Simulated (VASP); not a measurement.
# La2O3 (P321) in VASP: notebook, part 2 of 2

VASP 6.6.1. Earlier steps stand in the parts before.

## 3. Band structure, PBE

Contents of POSCAR:

```
La2O3
1.0
    6.3702727145      0.0000000000      0.0000000000
   -3.1851363572      5.5168179998      0.0000000000
    0.0000000000      0.0000000000      3.2898942108
La O
2 3
Direct
    0.6666666667      0.3333333333      0.4981030000
    0.3333333333      0.6666666667      0.5018970000
    0.5046070000      0.0000000000      0.0000000000
    0.0000000000      0.5046070000      0.0000000000
    0.4953930000      0.4953930000      0.0000000000
```

Contents of INCAR.step1:

```
  GGA = PE
  ISMEAR = 0
  SIGMA = 0.03
  LWAVE = False
  LCHARG = True
  NBANDS = 45
  PREC = Accurate
  LASPH = True
  LREAL = False
  ALGO = Normal
  EDIFF = 1E-7
  NELM = 200
  GGA_COMPAT = False
  ENCUT = 640
  EFERMI = MIDGAP
  LMAXMIX = 6
```

Contents of KPOINTS.step1:

```
Automatic mesh
0
Gamma
  5 5 8
  0 0 0
```

Contents of INCAR.step2:

```
  GGA = PE
  ISMEAR = 0
  SIGMA = 0.03
  LWAVE = False
  LCHARG = False
  NBANDS = 45
  PREC = Accurate
  LASPH = True
  LREAL = False
  ALGO = Normal
  EDIFF = 1E-7
  NELM = 200
  GGA_COMPAT = False
  ENCUT = 640
  EFERMI = MIDGAP
  LMAXMIX = 6
  ICHARG = 11
```

Contents of KPOINTS.step2:

```
path GMKGALHA,LM,KH
32
line-mode
reciprocal
 0.0000000000  0.0000000000  0.0000000000  G
 0.5000000000  0.0000000000  0.0000000000  M

 0.5000000000  0.0000000000  0.0000000000  M
 0.3333333333  0.3333333333  0.0000000000  K

 0.3333333333  0.3333333333  0.0000000000  K
 0.0000000000  0.0000000000  0.0000000000  G

 0.0000000000  0.0000000000  0.0000000000  G
 0.0000000000  0.0000000000  0.5000000000  A

 0.0000000000  0.0000000000  0.5000000000  A
 0.5000000000  0.0000000000  0.5000000000  L

 0.5000000000  0.0000000000  0.5000000000  L
 0.3333333333  0.3333333333  0.5000000000  H

 0.3333333333  0.3333333333  0.5000000000  H
 0.0000000000  0.0000000000  0.5000000000  A

 0.5000000000  0.0000000000  0.5000000000  L
 0.5000000000  0.0000000000  0.0000000000  M

 0.3333333333  0.3333333333  0.0000000000  K
 0.3333333333  0.3333333333  0.5000000000  H
```

Potentials or basis: VASP PAW PBE potentials, release 64 (La, O).

Command:

```
cat potpaw_PBE.64/La/POTCAR potpaw_PBE.64/O/POTCAR > POTCAR
cp INCAR.step1 INCAR
cp KPOINTS.step1 KPOINTS
mpirun -np 1 vasp_std > vasp.out
cp INCAR.step2 INCAR
cp KPOINTS.step2 KPOINTS
mpirun -np 1 vasp_std > vasp.out
```

OUTCAR:

```text
GGA = PE
   ISMEAR = 0
   PREC = Accurate
   LASPH = True
   LREAL = False
   EDIFF = 1E-7
   NELM = 200
   ENCUT = 640
   EFERMI = MIDGAP
   ICHARG = 11

 ion  position               nearest neighbor table
   1  0.667  0.333  0.498-   3 2.46   4 2.46   5 2.46   3 2.47   4 2.47   5 2.47   2 3.68   2 3.68
                             2 3.68
   2  0.333  0.667  0.502-   4 2.46   3 2.46   5 2.46   4 2.47   3 2.47   5 2.47   1 3.68   1 3.68
                             1 3.68
   3  0.505  0.000  0.000-   1 2.46   2 2.46   1 2.47   2 2.47
   4  0.000  0.505  0.000-   2 2.46   1 2.46   2 2.47   1 2.47
   5  0.495  0.495  0.000-   2 2.46   1 2.46   2 2.47   1 2.47

  LATTYP: Found a hexagonal cell.
 ALAT       =     6.3702727145
 C/A-ratio  =     0.5164447989

  Lattice vectors:

 A1 = (   6.3702727145,   0.0000000000,   0.0000000000)
 A2 = (  -3.1851363572,   5.5168179998,   0.0000000000)
 A3 = (   0.0000000000,   0.0000000000,   3.2898942108)

Analysis of symmetry for initial positions (statically):
=====================================================================
 Subroutine PRICEL returns:
 Original cell was already a primitive cell.

 Routine SETGRP: Setting up the symmetry group for a
 hexagonal supercell.

 Subroutine GETGRP returns: Found  6 space group operations
 (whereof  6 operations were pure point group operations)
 out of a pool of 24 trial point group operations.

The static configuration has the point symmetry D_3 .

Analysis of symmetry for dynamics (positions and initial velocities):
=====================================================================
 Subroutine PRICEL returns:
 Original cell was already a primitive cell.

 Routine SETGRP: Setting up the symmetry group for a
 hexagonal supercell.

 Subroutine GETGRP returns: Found  6 space group operations
 (whereof  6 operations were pure point group operations)
 out of a pool of 24 trial point group operations.

The dynamic configuration has the point symmetry D_3 .

 Subroutine INISYM returns: Found  6 space group operations
 (whereof  6 operations are pure point group operations),
 and found     1 'primitive' translations

----------------------------------------------------------------------------------------

                                     Primitive cell

  volume of cell :     115.6188

  direct lattice vectors                    reciprocal lattice vectors
     6.370272715  0.000000000  0.000000000     0.156979151  0.090631955  0.000000000
    -3.185136357  5.516818000  0.000000000     0.000000000  0.181263910  0.000000000
     0.000000000  0.000000000  3.289894211     0.000000000  0.000000000  0.303961142

  length of vectors
     6.370272715  6.370272714  3.289894211     0.181263910  0.181263910  0.303961142

  position of ions in fractional coordinates (direct lattice)
     0.666666667  0.333333333  0.498103000
     0.333333333  0.666666667  0.501897000
     0.504607000  0.000000000  0.000000000
     0.000000000  0.504607000  0.000000000
     0.495393000  0.495393000  0.000000000

  ion indices of the primitive-cell ions
[... 25 lines left out ...]

 Following reciprocal coordinates:
            Coordinates               Weight
  0.000000  0.000000  0.000000      0.003472
  0.016129  0.000000  0.000000      0.003472
  0.032258  0.000000  0.000000      0.003472
  0.048387  0.000000  0.000000      0.003472
  0.064516  0.000000  0.000000      0.003472
  0.080645  0.000000  0.000000      0.003472
[... 16 lines left out ...]
  0.354839  0.000000  0.000000      0.003472
  0.370968  0.000000  0.000000      0.003472
 [... further k-points ...]
   k-points           NKPTS =    288   k-points in BZ     NKDIM =    288   number of bands    NBANDS=     45
   number of dos      NEDOS =    301   number of ions     NIONS =      5
   total plane-waves  NPLWV =  81648
   dimension x,y,z NGX =    54 NGY =   54 NGZ =   28
   dimension x,y,z NGXF=   108 NGYF=  108 NGZF=   56
   ions per type =               2   3
   NGX,Y,Z   is equivalent  to a cutoff of  14.09, 14.09, 14.15 a.u.
   NGXF,Y,Z  is equivalent  to a cutoff of  28.18, 28.18, 28.30 a.u.
 SYSTEM =  unknown system
   PREC   = accura    normal or accurate (medium, high low for compatibility)
   ISTART =      0    job   : 0-new  1-cont  2-samecut
   ICHARG =     11    charge: 1-file 2-atom 10-const
   ISPIN  =      1    spin polarized calculation?
   LNONCOLLINEAR =      F non collinear calculations
   LSORBIT =      F    spin-orbit coupling
   LASPH  =      T    aspherical Exc in radial PAW
   ENCUT  =  640.0 eV  47.04 Ry    6.86 a.u.  13.14 13.14  6.79*2*pi/ulx,y,z
   NELM   =    200;   NELMIN=  2; NELMDL=  0     # of ELM steps
   EDIFF  = 0.1E-06   stopping-criterion for ELM
   LREAL  =      F    real-space projection
   EDIFFG = 0.1E-05   stopping-criterion for IOM
   NSW    =      0    number of steps for IOM
   IBRION =     -1    ionic relax: 0-MD 1-quasi-New 2-CG
   NFREE  =      0    steps in history (QN), initial steepest desc. (CG)
   ISIF   =      2    stress and relaxation
   ISYM   =      2    0-nonsym 1-usesym 2-fastsym
   POTIM  = 0.5000    time-step for ionic-motion
   TEBEG  =    0.0;   TEEND  =   0.0 temperature during run

   SCALEE = 1.0000    scale energy and forces
   PSTRESS=    0.0 pullay stress
   NELECT =      40.0000    total number of electrons
   NUPDOWN=      -1.0000    fix difference up-down
   EMIN   =  10.00;   EMAX   =-10.00  energy-range for DOS
   EFERMI =   0.00;   METHOD = MIDGAP
   ISMEAR =     0;   SIGMA  =   0.03  broadening in eV -4-tet -1-fermi 0-gaus
   EFERMI_NEDOS =   21; number of points for ismear=-14 and -15
   IALGO  =     38    algorithm
   IMIX   =      4    mixing-type and parameters
     AMIX     =   0.40;   BMIX     =  1.00
     AMIX_MAG =   1.60;   BMIX_MAG =  1.00
  volume/ion in A,a.u.               =      23.12       156.05
  Fermi-wavevector in a.u.,A,eV,Ry     =   1.149261  2.171788 17.970583  1.320801
  Thomas-Fermi vector in A             =   2.285931
   LORBIT       =      0    0 simple, 1 ext, 2 COOP (PROOUT), +10 PAW based schemes
   GGA     = PE    functional components
   LHFCALC =     F    Hartree Fock is set to
   AEXX    =    0.0000 exact exchange contribution
   IVDW    =     0    specifies the selected vdW correction
   LEPSILON=     F    determine dielectric tensor
   LRPA    =     F    only Hartree local field effects (RPA)

   CSHIFT  =0.1000    complex shift for real part using Kramers Kronig

   OMEGAMAX=  -1.0    maximum frequency
 non-spin polarized calculation
 Gauss-broadening in eV      SIGMA  =   0.03
  energy-cutoff  :      640.00
  volume of cell :      115.62
 maximum number of plane-waves:      4298
 NGX is ok and might be reduce to    54

 number of electron      40.0000005 magnetization

 Free energy of the ion-electron system (eV)
  ---------------------------------------------------
  ext. energy  EPLUGINS =         0.00000000
  ---------------------------------------------------
  free energy    TOTEN  =       -40.79412793 eV

  energy without entropy =      -40.79412793  energy(sigma->0) =      -40.79412793

 E-fermi :   3.9090     XC(G=0):  -8.2049

 val. band max:        3.0868961550   @ k =   0.0000   0.0000   0.5000
 cond. band min:       4.7310957401   @ k =   0.0000   0.0000   0.0000
 fundamental gap:      1.6441995852
 Fermi energy:         3.9089959475

 k-point     1 :       0.0000    0.0000    0.0000
  band No.  band energies     occupation
      1     -27.4619      2.00000
      2     -27.2728      2.00000
      3     -14.2512      2.00000
      4     -14.2510      2.00000
      5     -12.6602      2.00000
      6     -11.0100      2.00000
[... 829 lines left out ...]
     31       8.0213      0.00000
     32       8.1222      0.00000

 [... further k-points ...]

 [bands above 32 left out]

------------------------ aborting loop because EDIFF is reached ----------------------------------------

  FORCE on cell =-STRESS in cart. coord.  units (eV):
  Direction    XX          YY          ZZ          XY          YZ          ZX
  --------------------------------------------------------------------------------------
  -------------------------------------------------------------------------------------
  Total        0.0543898      0.0543898     -0.3563453      0.0000000     -0.0000000      0.0000000
  in kB        0.7537014      0.7537014     -4.9380224      0.0000000     -0.0000000      0.0000000
  external PRESSURE =      -1.1435399 kB  Pullay stress =       0.0000000 kB

 VOLUME and BASIS-vectors are now :
 -----------------------------------------------------------------------------
  energy-cutoff  :      640.00
  volume of cell :      115.62
      direct lattice vectors                 reciprocal lattice vectors
     6.370272715  0.000000000  0.000000000     0.156979151  0.090631955  0.000000000
    -3.185136357  5.516818000  0.000000000     0.000000000  0.181263910  0.000000000
     0.000000000  0.000000000  3.289894211     0.000000000  0.000000000  0.303961142

 POSITION                                       TOTAL-FORCE (eV/Angst)
 -----------------------------------------------------------------------------------
      3.18514      1.83894      1.63871        -0.000000      0.000000      0.008971
     -0.00000      3.67788      1.65119        -0.000000     -0.000000     -0.008971
      3.21448      0.00000      0.00000        -0.035092      0.000000      0.000000
     -1.60724      2.78382      0.00000         0.017546     -0.030391     -0.000000
      1.57789      2.73299      0.00000         0.017546      0.030391      0.000000
 -----------------------------------------------------------------------------------
    total drift:                                0.000000      0.000001     -0.000000

  FREE ENERGIE OF THE ION-ELECTRON SYSTEM (eV)
  ---------------------------------------------------
  free  energy   TOTEN  =       -40.7941279261 eV

  energy  without entropy=      -40.7941279261  energy(sigma->0) =      -40.79412793
```

Run time: 33 min. Hardware: 1 thread of Intel Xeon Platinum 8259CL at 2.50GHz (Skylake/Cascade Lake), shared host; peak memory 1.5 GiB.

What came out:

```yaml
Band_gap_on_the_k_mesh: 1.64 eV (least direct gap 2.08 eV)
Band_gap_along_the_path: 1.64 eV (least direct gap 2.08 eV)
```

Levels at the corners of the path, in eV from the valence-band top:
```
point  band 17  band 18  band 19  band 20  band 21  band 22  band 23  band 24
    Γ    -0.94    -0.94    -0.63    -0.43     1.64     3.51     4.00     4.00
    M    -1.51    -1.09    -1.01    -0.88     2.72     3.51     4.23     4.33
    M    -1.51    -1.09    -1.01    -0.88     2.72     3.51     4.23     4.33
    K    -1.28    -1.24    -1.24    -0.94     3.19     3.19     4.18     4.47
    K    -1.28    -1.24    -1.24    -0.94     3.19     3.19     4.18     4.47
    Γ    -0.94    -0.94    -0.63    -0.43     1.64     3.51     4.00     4.00
    Γ    -0.94    -0.94    -0.63    -0.43     1.64     3.51     4.00     4.00
    A    -1.08    -1.08    -0.25     0.00     4.28     4.33     4.36     4.43
    A    -1.08    -1.08    -0.25     0.00     4.28     4.33     4.36     4.43
    L    -1.54    -1.25    -0.61    -0.59     4.34     4.38     4.40     4.41
    L    -1.54    -1.25    -0.61    -0.59     4.34     4.38     4.40     4.41
    H    -1.65    -1.60    -0.64    -0.64     4.36     4.36     4.44     4.44
    H    -1.65    -1.60    -0.64    -0.64     4.36     4.36     4.44     4.44
    A    -1.08    -1.08    -0.25     0.00     4.28     4.33     4.36     4.43
    L    -1.54    -1.25    -0.61    -0.59     4.34     4.38     4.40     4.41
    M    -1.51    -1.09    -1.01    -0.88     2.72     3.51     4.23     4.33
    K    -1.28    -1.24    -1.24    -0.94     3.19     3.19     4.18     4.47
    H    -1.65    -1.60    -0.64    -0.64     4.36     4.36     4.44     4.44
```

Caveat: the log is that of the step along the path at fixed density, whose energy, stress, charges and moments have no meaning; spin-orbit coupling is left out, which moves the levels of the heavy elements.
